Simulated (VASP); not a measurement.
# Pb (P6_3/mmc) in VASP: a series of runs

The runs below take Pb through single point, with PBE.

All numbers are computed with VASP 6.6.1; they aren't measurements. Logs are shortened: lines on timing, memory, paths and dates and some standing lists are left out, and cuts for length are marked.

### Step 1. The cell of the first run

Symmetry: P6_3/mmc, No. 194, hexagonal system. The conventional cell has a = 3.476 Å, b = 3.476 Å, c = 11.233 Å, α = 90.00°, β = 90.00°, γ = 120.00°. Within 4.5 Å of Pb (site symmetry -3m) lie 12 Pb at 3.45 to 3.48 Å. Pb (site symmetry -6m2) has 12 Pb at 3.45 to 3.48 Å within 4.5 Å.

### Step 2. Single point, PBE (volume scaled by 0.92)

File INCAR:

```
SYSTEM = Pb
PREC     = Accurate       ! precision mode
ENCUT    = 520            ! plane-wave cutoff, eV
EDIFF    = 1E-7           ! SCF threshold, eV
ISMEAR   = -1             ! smearing method
SIGMA    = 0.1            ! smearing width, eV
LREAL    = .FALSE.        ! projectors in reciprocal space
LASPH    = .TRUE.         ! aspherical terms in the spheres
NELM     = 60             ! most SCF steps
ALGO     = Normal         ! electronic algorithm
ISIF     = 2              ! what is computed and relaxed
LWAVE    = .FALSE.        ! write WAVECAR
LCHARG   = .FALSE.        ! write CHGCAR
GGA      = PE             ! functional
NBANDS   = 36             ! bands
```

File KPOINTS:

```
Automatic mesh
0
G
  11 11 3
  0 0 0
```

File POSCAR:

```
Pb
1.0
    3.4755251689      0.0000000000      0.0000000000
   -1.7377625845      3.0098930878      0.0000000000
    0.0000000000      0.0000000000     11.2330861867
Pb
4
Direct
    1.0000000000      1.0000000000      0.0000000000
    1.0000000000      1.0000000000      0.5000000000
    0.3333333333      0.6666666667      0.2500000000
    0.6666666667      0.3333333333      0.7500000000
```

Potentials or basis: VASP PAW PBE potentials, release 64 (Pb_d).

Launch:

```bash
> cat potpaw_PBE.64/Pb_d/POTCAR > POTCAR
> mpirun -np 1 vasp_std > vasp.out
```

OUTCAR:

```text
SYSTEM = Pb
   PREC = Accurate
   ENCUT = 520
   EDIFF = 1E-7
   ISMEAR = -1
   LREAL = .FALSE.
   LASPH = .TRUE.
   NELM = 60
   ISIF = 2
   GGA = PE

 ion  position               nearest neighbor table
   1  0.000  0.000  0.000-   3 3.45   4 3.45   4 3.45   3 3.45   4 3.45   3 3.45
   2  0.000  0.000  0.500-   3 3.45   4 3.45   4 3.45   3 3.45   4 3.45   3 3.45
   3  0.333  0.667  0.250-   1 3.45   2 3.45   1 3.45   2 3.45   1 3.45   2 3.45
   4  0.667  0.333  0.750-   1 3.45   2 3.45   1 3.45   2 3.45   1 3.45   2 3.45

  LATTYP: Found a hexagonal cell.
 ALAT       =     3.4755251689
 C/A-ratio  =     3.2320543345

  Lattice vectors:

 A1 = (   3.4755251689,   0.0000000000,   0.0000000000)
 A2 = (  -1.7377625845,   3.0098930878,   0.0000000000)
 A3 = (   0.0000000000,   0.0000000000,  11.2330861867)

Analysis of symmetry for initial positions (statically):
=====================================================================
 Subroutine PRICEL returns:
 Original cell was already a primitive cell.

 Routine SETGRP: Setting up the symmetry group for a
 hexagonal supercell.

 Subroutine GETGRP returns: Found 24 space group operations
 (whereof 12 operations were pure point group operations)
 out of a pool of 24 trial point group operations.

The static configuration has the point symmetry D_3d.
 The point group associated with its full space group is D_6h.

Analysis of symmetry for dynamics (positions and initial velocities):
=====================================================================
 Subroutine PRICEL returns:
 Original cell was already a primitive cell.

 Routine SETGRP: Setting up the symmetry group for a
 hexagonal supercell.

 Subroutine GETGRP returns: Found 24 space group operations
 (whereof 12 operations were pure point group operations)
 out of a pool of 24 trial point group operations.

The dynamic configuration has the point symmetry D_3d.
 The point group associated with its full space group is D_6h.

 Subroutine INISYM returns: Found 24 space group operations
 (whereof 12 operations are pure point group operations),
 and found     1 'primitive' translations

----------------------------------------------------------------------------------------

                                     Primitive cell

  volume of cell :     117.5089

  direct lattice vectors                    reciprocal lattice vectors
     3.475525169  0.000000000  0.000000000     0.287726301  0.166118857  0.000000000
    -1.737762584  3.009893088  0.000000000     0.000000000  0.332237714  0.000000000
     0.000000000  0.000000000 11.233086187     0.000000000  0.000000000  0.089022730

  length of vectors
     3.475525169  3.475525169 11.233086187     0.332237714  0.332237714  0.089022730

  position of ions in fractional coordinates (direct lattice)
     0.000000000  0.000000000  0.000000000
     0.000000000  0.000000000  0.500000000
     0.333333333  0.666666667  0.250000000
     0.666666667  0.333333333  0.750000000

  ion indices of the primitive-cell ions
   primitive index   ion index
                 1           1
                 2           2
                 3           3
                 4           4

----------------------------------------------------------------------------------------

 KPOINTS: Automatic mesh

Automatic generation of k-mesh.
 Grid dimensions read from file:
 generate k-points for:   11   11    3

 Generating k-lattice:

  Cartesian coordinates                     Fractional coordinates (reciprocal lattice)
     0.026156936  0.015101714  0.000000000     0.090909091  0.000000000  0.000000000
     0.000000000  0.030203429  0.000000000     0.000000000  0.090909091  0.000000000
     0.000000000  0.000000000  0.029674243     0.000000000  0.000000000  0.333333333

  Length of vectors
     0.030203429  0.030203429  0.029674243

  Shift w.r.t. Gamma in fractional coordinates (k-lattice)
     0.000000000  0.000000000  0.000000000

 Subroutine IBZKPT returns following result:
 ===========================================

 Found     32 irreducible k-points:

 Following reciprocal coordinates:
            Coordinates               Weight
  0.000000  0.000000  0.000000      1.000000
  0.090909  0.000000  0.000000      6.000000
  0.181818  0.000000  0.000000      6.000000
  0.272727  0.000000  0.000000      6.000000
  0.363636  0.000000  0.000000      6.000000
  0.454545  0.000000  0.000000      6.000000
[... 16 lines left out ...]
  0.090909  0.090909  0.333333     12.000000
  0.181818  0.090909  0.333333     24.000000
 [... further k-points ...]
   k-points           NKPTS =     32   k-points in BZ     NKDIM =     32   number of bands    NBANDS=     36
   number of dos      NEDOS =    301   number of ions     NIONS =      4
   total plane-waves  NPLWV =  65856
   dimension x,y,z NGX =    28 NGY =   28 NGZ =   84
   dimension x,y,z NGXF=    56 NGYF=   56 NGZF=  168
   ions per type =               4
   NGX,Y,Z   is equivalent  to a cutoff of  13.39, 13.39, 12.43 a.u.
   NGXF,Y,Z  is equivalent  to a cutoff of  26.79, 26.79, 24.86 a.u.
 SYSTEM =  Pb
   PREC   = accura    normal or accurate (medium, high low for compatibility)
   ISTART =      0    job   : 0-new  1-cont  2-samecut
   ICHARG =      2    charge: 1-file 2-atom 10-const
   ISPIN  =      1    spin polarized calculation?
   LNONCOLLINEAR =      F non collinear calculations
   LSORBIT =      F    spin-orbit coupling
   LASPH  =      T    aspherical Exc in radial PAW
   ENCUT  =  520.0 eV  38.22 Ry    6.18 a.u.   6.46  6.46 20.89*2*pi/ulx,y,z
   NELM   =     60;   NELMIN=  2; NELMDL= -5     # of ELM steps
   EDIFF  = 0.1E-06   stopping-criterion for ELM
   LREAL  =      F    real-space projection
   EDIFFG = 0.1E-05   stopping-criterion for IOM
   NSW    =      0    number of steps for IOM
   IBRION =     -1    ionic relax: 0-MD 1-quasi-New 2-CG
   NFREE  =      0    steps in history (QN), initial steepest desc. (CG)
   ISIF   =      2    stress and relaxation
   ISYM   =      2    0-nonsym 1-usesym 2-fastsym
   POTIM  = 0.5000    time-step for ionic-motion
   TEBEG  =    0.0;   TEEND  =   0.0 temperature during run
   PSTRESS=    0.0 pullay stress
   NELECT =      56.0000    total number of electrons
   NUPDOWN=      -1.0000    fix difference up-down
   EMIN   =  10.00;   EMAX   =-10.00  energy-range for DOS
   EFERMI =   0.00;   METHOD = LEGACY
   ISMEAR =    -1;   SIGMA  =   0.10  broadening in eV -4-tet -1-fermi 0-gaus
   EFERMI_NEDOS =   21; number of points for ismear=-14 and -15
   IALGO  =     38    algorithm
   IMIX   =      4    mixing-type and parameters
     AMIX     =   0.40;   BMIX     =  1.00
     AMIX_MAG =   1.60;   BMIX_MAG =  1.00
  volume/ion in A,a.u.               =      29.38       198.25
  Fermi-wavevector in a.u.,A,eV,Ry     =   1.278735  2.416459 22.247755  1.635164
  Thomas-Fermi vector in A             =   2.411261
   LORBIT       =      0    0 simple, 1 ext, 2 COOP (PROOUT), +10 PAW based schemes
   GGA     = PE    functional components
   LHFCALC =     F    Hartree Fock is set to
   AEXX    =    0.0000 exact exchange contribution
   IVDW    =     0    specifies the selected vdW correction
   LEPSILON=     F    determine dielectric tensor
   LRPA    =     F    only Hartree local field effects (RPA)
 non-spin polarized calculation
  energy-cutoff  :      520.00
  volume of cell :      117.51
 maximum number of plane-waves:      3198
 NGX is ok and might be reduce to    28
   NGX = 13   NGY = 13   NGZ = 41

 number of electron      56.0000013 magnetization

 Free energy of the ion-electron system (eV)
  ---------------------------------------------------
  ext. energy  EPLUGINS =         0.00000000
  ---------------------------------------------------
  free energy    TOTEN  =       -14.13481657 eV

  energy without entropy =      -14.06235723  energy(sigma->0) =      -14.09858690

 E-fermi :   7.6748     XC(G=0): -10.3397

 val. band max:        7.6130272516   @ k =   0.3636   0.1818   0.3333
 cond. band min:       7.6857873778   @ k =   0.3636   0.0909   0.3333
 fundamental gap:      0.0727601262
 Fermi energy:         7.6747972151

 k-point     1 :       0.0000    0.0000    0.0000
  band No.  band energies     occupation
      1      -9.5004      2.00000
      2      -9.4782      2.00000
      3      -9.4620      2.00000
      4      -9.4620      2.00000
      5      -9.4606      2.00000
      6      -9.4543      2.00000
[... 28 lines left out ...]
     35      15.1887      0.00000
     36      15.5358      0.00000

 k-point     2 :       0.0909    0.0000    0.0000
  band No.  band energies     occupation
      1      -9.4929      2.00000
      2      -9.4851      2.00000
      3      -9.4628      2.00000
      4      -9.4590      2.00000
      5      -9.4563      2.00000
      6      -9.4480      2.00000
[... 28 lines left out ...]
     35      15.2975      0.00000
     36      15.3677      0.00000

 k-point     3 :       0.1818    0.0000    0.0000
  band No.  band energies     occupation
      1      -9.5211      2.00000
      2      -9.4991      2.00000
      3      -9.4837      2.00000
      4      -9.4512      2.00000
      5      -9.4392      2.00000
      6      -9.4206      2.00000
[... 28 lines left out ...]
     35      14.4614      0.00000
     36      15.1232      0.00000

 k-point     4 :       0.2727    0.0000    0.0000
  band No.  band energies     occupation
      1      -9.5637      2.00000
      2      -9.5207      2.00000
      3      -9.5141      2.00000
      4      -9.4627      2.00000
      5      -9.4618      2.00000
      6      -9.4277      2.00000
[... 28 lines left out ...]
     35      13.1270      0.00000
     36      14.4494      0.00000

 k-point     5 :       0.3636    0.0000    0.0000
  band No.  band energies     occupation
      1      -9.6009      2.00000
      2      -9.5482      2.00000
      3      -9.5378      2.00000
      4      -9.4935      2.00000
      5      -9.4880      2.00000
      6      -9.4450      2.00000
[... 655 lines left out ...]
 k-point    22 :       0.4545    0.0000    0.3333
  band No.  band energies     occupation
      1      -9.6118      2.00000
      2      -9.5865      2.00000
      3      -9.5325      2.00000
      4      -9.5055      2.00000
      5      -9.4884      2.00000
      6      -9.4689      2.00000
[... 28 lines left out ...]
     35      12.0900      0.00000
     36      13.0162      0.00000

 k-point    23 :       0.0909    0.0909    0.3333
  band No.  band energies     occupation
      1      -9.4927      2.00000
      2      -9.4866      2.00000
      3      -9.4761      2.00000
      4      -9.4754      2.00000
      5      -9.4452      2.00000
      6      -9.4358      2.00000
[... 28 lines left out ...]
     35      14.1041      0.00000
     36      14.5028      0.00000

 k-point    24 :       0.1818    0.0909    0.3333
  band No.  band energies     occupation
      1      -9.5226      2.00000
      2      -9.5112      2.00000
      3      -9.4808      2.00000
      4      -9.4647      2.00000
      5      -9.4458      2.00000
      6      -9.4205      2.00000
[... 28 lines left out ...]
     35      13.1899      0.00000
     36      14.1517      0.00000

 [... further k-points ...]
[... 5 lines left out ...]
  --------------------------------------------------------------------------------------
  -------------------------------------------------------------------------------------
  Total        2.6775113      2.6775113      3.1729575     -0.0000000      0.0000000      0.0000000
  in kB       36.5065929     36.5065929     43.2617657     -0.0000000      0.0000000      0.0000000
  external PRESSURE =      38.7583172 kB  Pullay stress =       0.0000000 kB

 VOLUME and BASIS-vectors are now :
 -----------------------------------------------------------------------------
  energy-cutoff  :      520.00
  volume of cell :      117.51
      direct lattice vectors                 reciprocal lattice vectors
     3.475525169  0.000000000  0.000000000     0.287726301  0.166118857  0.000000000
    -1.737762584  3.009893088  0.000000000     0.000000000  0.332237714  0.000000000
     0.000000000  0.000000000 11.233086187     0.000000000  0.000000000  0.089022730

 POSITION                                       TOTAL-FORCE (eV/Angst)
 -----------------------------------------------------------------------------------
      0.00000      0.00000      0.00000        -0.000000      0.000000      0.000000
      0.00000      0.00000      5.61654        -0.000000      0.000000      0.000000
     -0.00000      2.00660      2.80827         0.000000     -0.000000      0.000000
      1.73776      1.00330      8.42481         0.000000     -0.000000     -0.000000
 -----------------------------------------------------------------------------------
    total drift:                                0.000000     -0.000000      0.000000

  FREE ENERGIE OF THE ION-ELECTRON SYSTEM (eV)
  ---------------------------------------------------
  free  energy   TOTEN  =       -14.1348165661 eV

  energy  without entropy=      -14.0623572258  energy(sigma->0) =      -14.09858690
```

Wall time 52 s (1 thread of Intel Xeon 6975P-C (Granite Rapids), shared host); peak memory 0.28 GiB.

Results:

| Property | Result |
| --- | --- |
| Free energy | -14.1348 eV |
| Pressure | 3.9 GPa |
| Band gap on the k mesh | zero (band 28 reaches 13.38 eV, above the bottom of band 29 at 6.16 eV) |

Caveat: the cell differs from its parent crystal (volume scaled by 0.92); spin-orbit coupling is left out, which moves the levels of the heavy elements.

### Step 3. Single point, PBE (volume scaled by 0.96)

File INCAR:

```
PREC = Accurate ; ENCUT = 520
EDIFF = 1E-6 ; ISMEAR = -1
SIGMA = 0.1 ; LREAL = F
LASPH = T ; NELM = 60
ALGO = Normal ; ISIF = 2
LWAVE = F ; LCHARG = T
GGA = PE ; LELF = T
LVHAR = T ; NBANDS = 36
```

File KPOINTS:

```
regular mesh
0
Gamma
  11 11 3
```

File POSCAR:

```
Pb
1.0
    3.5251822374      0.0000000000      0.0000000000
   -1.7625911187      3.0528973705      0.0000000000
    0.0000000000      0.0000000000     11.3935805302
Pb
4
Direct
    1.0000000000      1.0000000000      0.0000000000
    1.0000000000      1.0000000000      0.5000000000
    0.3333333333      0.6666666667      0.2500000000
    0.6666666667      0.3333333333      0.7500000000
```

Potentials or basis: VASP PAW PBE potentials, release 64 (Pb_d).

Launch:

```bash
> cat potpaw_PBE.64/Pb_d/POTCAR > POTCAR
> mpirun -np 1 vasp_std > vasp.out
```

Run time: 54 s. Hardware: 1 thread of Intel Xeon 6975P-C (Granite Rapids), shared host; peak memory 0.29 GiB.

Results (log left out):

```yaml
Free_energy: -14.2243 eV
Pressure: 1.6 GPa
Band_gap_on_the_k_mesh: zero (band 28 reaches 12.66 eV, above the bottom of band 29 at 5.76 eV)
```

Stress tensor (GPa, compression positive):
```
1.48 0.00 0.00
0.00 1.48 0.00
0.00 0.00 1.97
```

Levels at points of the mesh, in eV from the Fermi level:
| k point | band 25 | band 26 | band 27 | band 28 | band 29 | band 30 | band 31 | band 32 |
| --- | --- | --- | --- | --- | --- | --- | --- | --- |
| (0.00, 0.00, 0.00) | -4.16 | 0.82 | 0.83 | 5.37 | 5.37 | 6.17 | 6.17 | 6.22 |

Caveat: the cell differs from its parent crystal (volume scaled by 0.96); spin-orbit coupling is left out, which moves the levels of the heavy elements.

### Step 4. Single point, PBE

This run uses another cell than the first one, of 31.93 Å³/atom, 1.087 times its volume.

File INCAR:

```
ALGO = Normal
EDIFF = 1E-6
ENCUT = 520
GGA = PE
ISIF = 2
ISMEAR = -1
LASPH = True
LCHARG = False
LREAL = False
LWAVE = False
NBANDS = 36
NELM = 100
PREC = Accurate
SIGMA = 0.1
```

File KPOINTS:

```
k-points
0
Gamma
  11 11 3
```

File POSCAR:

```
Pb
1.0
    3.5734784065      0.0000000000      0.0000000000
   -1.7867392033      3.0947230799      0.0000000000
    0.0000000000      0.0000000000     11.5496763729
Pb
4
Direct
    1.0000000000      1.0000000000      0.0000000000
    1.0000000000      1.0000000000      0.5000000000
    0.3333333333      0.6666666667      0.2500000000
    0.6666666667      0.3333333333      0.7500000000
```

Launch:

```bash
> cat potpaw_PBE.64/Pb_d/POTCAR > POTCAR
> mpirun -np 1 vasp_std > vasp.out
```

Wall time 52 s (1 thread of Intel Xeon 6975P-C (Granite Rapids), shared host); peak memory 0.3 GiB.

It converged, with:

```yaml
Free_energy: -14.2507 eV
Pressure: -0.1 GPa
Band_gap_on_the_k_mesh: zero (band 28 reaches 11.99 eV, above the bottom of band 29 at 5.39 eV)
```

Stress tensor (GPa, compression positive):
```
-0.21  0.00  0.00
 0.00 -0.21  0.00
 0.00  0.00  0.12
```

Levels at points of the mesh, in eV from the Fermi level:
```csv
k point,band 24,band 25,band 26,band 27,band 28,band 29,band 30,band 31,band 32,band 33
"(0.00, 0.00, 0.00)",-8.03,-3.96,0.75,0.76,5.15,5.15,5.91,5.91,5.96,5.96
```

Caveat: spin-orbit coupling is left out, which moves the levels of the heavy elements.

### Step 5. Summary

| cell | gap on the mesh (eV) | pressure (GPa) |
| --- | --- | --- |
| a = 3.476, b = 3.476, c = 11.233 Å, angles 90.0, 90.0, 120.0°, 4 atoms | none | 3.9 |
| a = 3.525, b = 3.525, c = 11.394 Å, angles 90.0, 90.0, 120.0°, 4 atoms | none | 1.6 |
| a = 3.573, b = 3.573, c = 11.550 Å, angles 90.0, 90.0, 120.0°, 4 atoms | none | -0.1 |

Alike in all rows: task single point; level PBE; potentials or basis VASP PAW PBE potentials, release 64 (Pb_d); no spin polarisation; k mesh 11 × 11 × 3; cutoff (eV) 520; smearing fermi-dirac 0.1 eV.

Caveats: spin-orbit coupling is left out, which moves the levels of the heavy elements.

Total energies depend on the potentials used, so only differences within one code and one set of settings carry meaning.
